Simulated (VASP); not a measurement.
# Al2H (Cmcm) in VASP: notebook

The runs below take Al2H through single point, with PBE.

Program: VASP 6.6.1. These are calculated values, not measurements. Logs are shortened: lines on timing, memory, paths and dates and some standing lists are left out, and cuts for length are marked.

**1. The cell of the first run**

It takes space group Cmcm (No. 63, orthorhombic). Conventional cell: a = 9.457 Å, b = 4.272 Å, c = 3.984 Å, α = 90.00°, β = 90.00°, γ = 90.00°. Al (site symmetry m) has 1 H at 1.77 Å within 2.4 Å. Within 2.4 Å of H (site symmetry m2m) lie 2 Al at 1.77 Å and 2 H at 2.01 Å.

**2. Single point, PBE**

Input file INCAR:

```
SYSTEM = Al2H
PREC = Accurate
ENCUT = 500
EDIFF = 1E-6
ISMEAR = 0
SIGMA = 0.2
LREAL = .False.
LASPH = .True.
NELM = 120
ALGO = Normal
ISIF = 2
LWAVE = .False.
LCHARG = .True.
GGA = PE
LELF = .True.
LVHAR = .True.
NBANDS = 16
GGA_COMPAT = .False.
```

Input file KPOINTS:

```
Automatic mesh
0
Gamma
  4 4 4
  0 0 0
```

Input file POSCAR:

```
Al2H
1.0
    4.7283381587     -2.1358085150      0.0000000000
    4.7283381587      2.1358085150      0.0000000000
    0.0000000000      0.0000000000      3.9844928556
Al H
4 2
Direct
    0.4286746055     -0.1299589087      0.7500000000
    1.1299589087      0.5713253945      0.7500000000
   -0.1299589087      0.4286746055      0.2500000000
    0.5713253945      1.1299589087      0.2500000000
    1.0278327211     -0.0278327211      0.7500000000
   -0.0278327211      1.0278327211      0.2500000000
```

Potentials or basis: VASP PAW PBE potentials, release 64 (Al, H).

Command:

```sh
$ cat potpaw_PBE.64/Al/POTCAR potpaw_PBE.64/H/POTCAR > POTCAR
$ mpirun -np 1 vasp_std > vasp.out
```

OUTCAR:

```text
SYSTEM = Al2H
   PREC = Accurate
   ENCUT = 500
   EDIFF = 1E-6
   ISMEAR = 0
   LREAL = .False.
   LASPH = .True.
   NELM = 120
   ISIF = 2
   GGA = PE

 ion  position               nearest neighbor table
   1  0.429  0.870  0.750-   5 1.77   3 2.74   3 2.74   4 2.77   4 2.77   2 2.82   2 2.86   2 2.86
                             3 3.11   3 3.11
   2  0.130  0.571  0.750-   5 1.77   4 2.74   4 2.74   3 2.77   3 2.77   1 2.82   1 2.86   1 2.86
                             4 3.11   4 3.11
   3  0.870  0.429  0.250-   6 1.77   1 2.74   1 2.74   2 2.77   2 2.77   4 2.82   4 2.86   4 2.86
                             1 3.11   1 3.11
   4  0.571  0.130  0.250-   6 1.77   2 2.74   2 2.74   1 2.77   1 2.77   3 2.82   3 2.86   3 2.86
                             2 3.11   2 3.11
   5  0.028  0.972  0.750-   1 1.77   2 1.77
   6  0.972  0.028  0.250-   3 1.77   4 1.77

  LATTYP: Found a base centered orthorhombic cell.
 ALAT       =     4.2716170300
 B/A-ratio  =     2.2138399231
 C/A-ratio  =     0.9327832593

  Lattice vectors:

 A1 = (  -4.7283381587,  -2.1358085150,   0.0000000000)
 A2 = (   4.7283381587,  -2.1358085150,   0.0000000000)
 A3 = (   0.0000000000,   0.0000000000,   3.9844928556)

Analysis of symmetry for initial positions (statically):
=====================================================================
 Subroutine PRICEL returns:
 Original cell was already a primitive cell.

 Routine SETGRP: Setting up the symmetry group for a
 base centered orthorhombic supercell.

 Subroutine GETGRP returns: Found  8 space group operations
 (whereof  4 operations were pure point group operations)
 out of a pool of  8 trial point group operations.

The static configuration has the point symmetry C_2h.
 The point group associated with its full space group is D_2h.

Analysis of symmetry for dynamics (positions and initial velocities):
=====================================================================
 Subroutine PRICEL returns:
 Original cell was already a primitive cell.

 Routine SETGRP: Setting up the symmetry group for a
 base centered orthorhombic supercell.

 Subroutine GETGRP returns: Found  8 space group operations
 (whereof  4 operations were pure point group operations)
 out of a pool of  8 trial point group operations.

The dynamic configuration has the point symmetry C_2h.
 The point group associated with its full space group is D_2h.

 Subroutine INISYM returns: Found  8 space group operations
 (whereof  4 operations are pure point group operations),
 and found     1 'primitive' translations

----------------------------------------------------------------------------------------

                                     Primitive cell

  volume of cell :      80.4774

  direct lattice vectors                    reciprocal lattice vectors
     4.728338159 -2.135808515  0.000000000     0.105745398 -0.234103384  0.000000000
     4.728338159  2.135808515  0.000000000     0.105745398  0.234103384  0.000000000
     0.000000000  0.000000000  3.984492856     0.000000000  0.000000000  0.250972969

  length of vectors
     5.188338824  5.188338824  3.984492856     0.256878344  0.256878344  0.250972969

  position of ions in fractional coordinates (direct lattice)
     0.428674605  0.870041091  0.750000000
     0.129958909  0.571325395  0.750000000
     0.870041091  0.428674605  0.250000000
     0.571325395  0.129958909  0.250000000
     0.027832721  0.972167279  0.750000000
     0.972167279  0.027832721  0.250000000

  ion indices of the primitive-cell ions
   primitive index   ion index
                 1           1
                 2           2
                 3           3
                 4           4
                 5           5
                 6           6

----------------------------------------------------------------------------------------

 KPOINTS: Automatic mesh

Automatic generation of k-mesh.
 Grid dimensions read from file:
 generate k-points for:    4    4    4

 Generating k-lattice:

  Cartesian coordinates                     Fractional coordinates (reciprocal lattice)
     0.026436349 -0.058525846  0.000000000     0.250000000  0.000000000  0.000000000
     0.026436349  0.058525846  0.000000000     0.000000000  0.250000000  0.000000000
     0.000000000  0.000000000  0.062743242     0.000000000  0.000000000  0.250000000

  Length of vectors
     0.064219586  0.064219586  0.062743242

  Shift w.r.t. Gamma in fractional coordinates (k-lattice)
     0.000000000  0.000000000  0.000000000

 Subroutine IBZKPT returns following result:
 ===========================================

 Found     21 irreducible k-points:

 Following reciprocal coordinates:
            Coordinates               Weight
  0.000000  0.000000  0.000000      1.000000
  0.250000  0.000000  0.000000      4.000000
  0.500000  0.000000  0.000000      2.000000
  0.250000  0.250000  0.000000      2.000000
  0.500000  0.250000  0.000000      4.000000
 -0.250000  0.250000  0.000000      2.000000
[... 13 lines left out ...]
 -0.250000  0.250000  0.500000      2.000000
  0.500000  0.500000  0.500000      1.000000
   k-points           NKPTS =     21   k-points in BZ     NKDIM =     21   number of bands    NBANDS=     16
   number of dos      NEDOS =    301   number of ions     NIONS =      6
   total plane-waves  NPLWV =  48000
   dimension x,y,z NGX =    40 NGY =   40 NGZ =   30
   dimension x,y,z NGXF=    80 NGYF=   80 NGZF=   60
   ions per type =               4   2
   NGX,Y,Z   is equivalent  to a cutoff of  12.82, 12.82, 12.52 a.u.
   NGXF,Y,Z  is equivalent  to a cutoff of  25.63, 25.63, 25.03 a.u.
 SYSTEM =  Al2H
   PREC   = accura    normal or accurate (medium, high low for compatibility)
   ISTART =      0    job   : 0-new  1-cont  2-samecut
   ICHARG =      2    charge: 1-file 2-atom 10-const
   ISPIN  =      1    spin polarized calculation?
   LNONCOLLINEAR =      F non collinear calculations
   LSORBIT =      F    spin-orbit coupling
   LASPH  =      T    aspherical Exc in radial PAW
   ENCUT  =  500.0 eV  36.75 Ry    6.06 a.u.   9.46  9.46  7.26*2*pi/ulx,y,z
   NELM   =    120;   NELMIN=  2; NELMDL= -5     # of ELM steps
   EDIFF  = 0.1E-05   stopping-criterion for ELM
   LREAL  =      F    real-space projection
   EDIFFG = 0.1E-04   stopping-criterion for IOM
   NSW    =      0    number of steps for IOM
   IBRION =     -1    ionic relax: 0-MD 1-quasi-New 2-CG
   NFREE  =      0    steps in history (QN), initial steepest desc. (CG)
   ISIF   =      2    stress and relaxation
   ISYM   =      2    0-nonsym 1-usesym 2-fastsym
   POTIM  = 0.5000    time-step for ionic-motion
   TEBEG  =    0.0;   TEEND  =   0.0 temperature during run
   PSTRESS=    0.0 pullay stress
   NELECT =      14.0000    total number of electrons
   NUPDOWN=      -1.0000    fix difference up-down
   EMIN   =  10.00;   EMAX   =-10.00  energy-range for DOS
   EFERMI =   0.00;   METHOD = LEGACY
   ISMEAR =     0;   SIGMA  =   0.20  broadening in eV -4-tet -1-fermi 0-gaus
   EFERMI_NEDOS =   21; number of points for ismear=-14 and -15
   IALGO  =     38    algorithm
   IMIX   =      4    mixing-type and parameters
     AMIX     =   0.40;   BMIX     =  1.00
     AMIX_MAG =   1.60;   BMIX_MAG =  1.00
  volume/ion in A,a.u.               =      13.41        90.51
  Fermi-wavevector in a.u.,A,eV,Ry     =   0.913888  1.726998 11.363462  0.835191
  Thomas-Fermi vector in A             =   2.038451
   LORBIT       =      0    0 simple, 1 ext, 2 COOP (PROOUT), +10 PAW based schemes
   GGA     = PE    functional components
   LHFCALC =     F    Hartree Fock is set to
   AEXX    =    0.0000 exact exchange contribution
   IVDW    =     0    specifies the selected vdW correction
   LEPSILON=     F    determine dielectric tensor
   LRPA    =     F    only Hartree local field effects (RPA)
 non-spin polarized calculation
 Gauss-broadening in eV      SIGMA  =   0.20
  energy-cutoff  :      500.00
  volume of cell :       80.48
 maximum number of plane-waves:      2074
 NGX is ok and might be reduce to    40
   NGX = 19   NGY = 19   NGZ = 15

 number of electron      13.9999998 magnetization

 Free energy of the ion-electron system (eV)
  ---------------------------------------------------
  ext. energy  EPLUGINS =         0.00000000
  ---------------------------------------------------
  free energy    TOTEN  =       -20.32543798 eV

  energy without entropy =      -20.30527474  energy(sigma->0) =      -20.31535636

 E-fermi :   6.2295     XC(G=0):  -9.7359

 val. band max:        6.1658509096   @ k =   0.2500   0.0000   0.2500
 cond. band min:       6.2952431849   @ k =  -0.2500   0.2500   0.0000
 fundamental gap:      0.1293922752
 Fermi energy:         6.2295322067

 k-point     1 :       0.0000    0.0000    0.0000
  band No.  band energies     occupation
      1      -4.6644      2.00000
      2       0.3638      2.00000
      3       2.4519      2.00000
      4       2.7693      2.00000
      5       4.3354      2.00000
      6       4.4543      2.00000
[... 8 lines left out ...]
     15      12.9921      0.00000
     16      13.3159      0.00000

 k-point     2 :       0.2500    0.0000    0.0000
  band No.  band energies     occupation
      1      -4.1085      2.00000
      2      -0.2381      2.00000
      3       1.1012      2.00000
      4       2.2198      2.00000
      5       3.7749      2.00000
      6       4.9137      2.00000
[... 8 lines left out ...]
     15      11.8077      0.00000
     16      12.6939      0.00000

 k-point     3 :       0.5000    0.0000    0.0000
  band No.  band energies     occupation
      1      -2.9287      2.00000
      2      -1.7500      2.00000
      3       0.2130      2.00000
      4       1.6195      2.00000
      5       4.2980      2.00000
      6       6.5131      0.04496
[... 8 lines left out ...]
     15      13.7287      0.00000
     16      13.9191      0.00000

 k-point     4 :       0.2500    0.2500    0.0000
  band No.  band energies     occupation
      1      -4.2693      2.00000
      2      -1.2477      2.00000
      3       2.4743      2.00000
      4       2.9163      2.00000
      5       4.7518      2.00000
      6       5.2792      2.00000
[... 8 lines left out ...]
     15      12.2748      0.00000
     16      13.7658      0.00000

 k-point     5 :       0.5000    0.2500    0.0000
  band No.  band energies     occupation
      1      -3.3568      2.00000
      2      -1.8602      2.00000
      3       0.1099      2.00000
      4       3.2094      2.00000
      5       5.0787      2.00000
      6       5.5120      2.00000
[... 8 lines left out ...]
     15      13.3707      0.00000
     16      13.5363      0.00000

 k-point     6 :      -0.2500    0.2500    0.0000
  band No.  band energies     occupation
      1      -3.0036      2.00000
      2      -1.0001      2.00000
      3      -0.9879      2.00000
      4       2.6501      2.00000
      5       4.7749      2.00000
      6       4.8252      2.00000
[... 8 lines left out ...]
     15      12.3637      0.00000
     16      13.4653      0.00000
[... 210 lines left out ...]
 k-point    18 :       0.2500    0.2500    0.5000
  band No.  band energies     occupation
      1      -2.0729      2.00000
      2      -2.0729      2.00000
      3       0.8390      2.00000
      4       0.8390      2.00000
      5       4.9568      2.00000
      6       4.9568      2.00000
[... 8 lines left out ...]
     15      13.9320      0.00000
     16      13.9320      0.00000

 k-point    19 :       0.5000    0.2500    0.5000
  band No.  band energies     occupation
      1      -1.2550      2.00000
      2      -1.2550      2.00000
      3       0.2714      2.00000
      4       0.2714      2.00000
      5       2.6611      2.00000
      6       2.6611      2.00000
[... 8 lines left out ...]
     15      14.0195      0.00000
     16      14.0195      0.00000

 k-point    20 :      -0.2500    0.2500    0.5000
  band No.  band energies     occupation
      1      -1.0279      2.00000
      2      -1.0279      2.00000
      3       1.2524      2.00000
      4       1.2524      2.00000
      5       1.4594      2.00000
      6       1.4594      2.00000
[... 8 lines left out ...]
     15      15.4250      0.00000
     16      15.4250      0.00000

 k-point    21 :       0.5000    0.5000    0.5000
  band No.  band energies     occupation
      1      -1.1475      2.00000
      2      -1.1475      2.00000
      3      -0.7033      2.00000
      4      -0.7033      2.00000
      5       4.6643      2.00000
      6       4.6643      2.00000
[... 8 lines left out ...]
     15      11.9193      0.00000
     16      11.9193      0.00000

------------------------ aborting loop because EDIFF is reached ----------------------------------------

  FORCE on cell =-STRESS in cart. coord.  units (eV):
  Direction    XX          YY          ZZ          XY          YZ          ZX
  --------------------------------------------------------------------------------------
  -------------------------------------------------------------------------------------
  Total        0.0075137     -0.0717055     -0.0803520      0.0000000      0.0000000      0.0000000
  in kB        0.1495849     -1.4275429     -1.5996809      0.0000000      0.0000000      0.0000000
  external PRESSURE =      -0.9592130 kB  Pullay stress =       0.0000000 kB

 VOLUME and BASIS-vectors are now :
 -----------------------------------------------------------------------------
  energy-cutoff  :      500.00
  volume of cell :       80.48
      direct lattice vectors                 reciprocal lattice vectors
     4.728338159 -2.135808515  0.000000000     0.105745398 -0.234103384  0.000000000
     4.728338159  2.135808515  0.000000000     0.105745398  0.234103384  0.000000000
     0.000000000  0.000000000  3.984492856     0.000000000  0.000000000  0.250972969

 POSITION                                       TOTAL-FORCE (eV/Angst)
 -----------------------------------------------------------------------------------
      6.14077      0.94267      2.98837        -0.015621      0.009287      0.000000
      3.31591      0.94267      2.98837         0.015621      0.009287      0.000000
      6.14077     -0.94267      0.99612        -0.015621     -0.009287      0.000000
      3.31591     -0.94267      0.99612         0.015621     -0.009287      0.000000
      4.72834      2.01692      2.98837        -0.000000     -0.007171      0.000000
      4.72834     -2.01692      0.99612        -0.000000      0.007171     -0.000000
 -----------------------------------------------------------------------------------
    total drift:                                0.000000     -0.000000     -0.000000

  FREE ENERGIE OF THE ION-ELECTRON SYSTEM (eV)
  ---------------------------------------------------
  free  energy   TOTEN  =       -20.3254379763 eV

  energy  without entropy=      -20.3052747420  energy(sigma->0) =      -20.31535636
```

Wall time 60 s (1 thread of Intel Xeon 8259CL, shared host); peak memory 0.21 GiB.

What came out:

```
Free energy            : -20.3254 eV
Pressure               : -0.1 GPa
Largest force          : 0.018 eV/Å
Band gap on the k mesh : zero (band 7 reaches 7.28 eV, above the bottom of band 8 at 4.56 eV)
```

Forces in eV/Å, atoms in the order of the input:
```
Al  -0.016  0.009  0.000
Al   0.016  0.009  0.000
Al  -0.016 -0.009  0.000
Al   0.016 -0.009  0.000
H    0.000 -0.007  0.000
H    0.000  0.007  0.000
```

Stress tensor (GPa, compression positive):
```
 0.01  0.00  0.00
 0.00 -0.14  0.00
 0.00  0.00 -0.16
```

Caveat: the k points lie up to 0.40 Å⁻¹ apart.

**3. Single point, PBE**

Input file INCAR:

```
SYSTEM = Al2H
ALGO = Normal
EDIFF = 1E-6
ENCUT = 500
GGA = PE
GGA_COMPAT = .False.
ISIF = 2
ISMEAR = 0
LASPH = .True.
LCHARG = .False.
LREAL = .False.
LWAVE = .False.
NBANDS = 16
NELM = 120
PREC = Accurate
SIGMA = 0.1
```

Input file KPOINTS:

```
k-points
0
Gamma
  4 4 4
  0 0 0
```

Input file POSCAR:

```
Al2H
1.0
    4.7283381587     -2.1358085150      0.0000000000
    4.7283381587      2.1358085150      0.0000000000
    0.0000000000      0.0000000000      3.9844928556
Al H
4 2
Direct
    0.4286746055      0.8700410913      0.2500000000
    0.1299589087      0.5713253945      0.2500000000
    0.8700410913      0.4286746055      0.7500000000
    0.5713253945      0.1299589087      0.7500000000
    0.0278327211      0.9721672789      0.2500000000
    0.9721672789      0.0278327211      0.7500000000
```

Potentials or basis: VASP PAW PBE potentials, release 64 (Al, H).

Command:

```sh
$ cat potpaw_PBE.64/Al/POTCAR potpaw_PBE.64/H/POTCAR > POTCAR
$ mpirun -np 1 vasp_std > vasp.out
```

Run time: 56 s. Hardware: 1 thread of Intel Xeon 8259CL, shared host; peak memory 0.21 GiB.

Results (log left out):

```yaml
Free_energy: -20.3171 eV
Pressure: -0.1 GPa
Largest_force: 0.018 eV/Å
Band_gap_on_the_k_mesh: zero (band 7 reaches 7.28 eV, above the bottom of band 8 at 4.56 eV)
```

Forces in eV/Å, atoms in the order of the input:
```
Al  -0.016  0.008  0.000
Al   0.016  0.008  0.000
Al  -0.016 -0.008  0.000
Al   0.016 -0.008  0.000
H    0.000 -0.008  0.000
H    0.000  0.008  0.000
```

Stress tensor (GPa, compression positive):
```
 0.19  0.00  0.00
 0.00 -0.01  0.00
 0.00  0.00 -0.37
```

Levels at points of the mesh, in eV from the Fermi level:
```
           k point  band 5  band 6  band 7  band 8  band 9  band 10
(0.00, 0.00, 0.00)   -1.87   -1.75   -1.32   -0.74    0.81     3.26
(0.50, 0.00, 0.00)   -1.91    0.31    0.47    0.75    2.13     2.17
(0.50, 0.50, 0.00)   -0.98   -0.90    0.67    0.95    1.55     3.16
(0.00, 0.00, 0.50)   -1.20   -1.20    0.22    0.22    0.78     0.78
(0.50, 0.00, 0.50)   -3.87   -3.87   -1.65   -1.65    3.02     3.02
(0.50, 0.50, 0.50)   -1.54   -1.54    0.56    0.56    3.35     3.35
```

Caveat: the k points lie up to 0.40 Å⁻¹ apart.
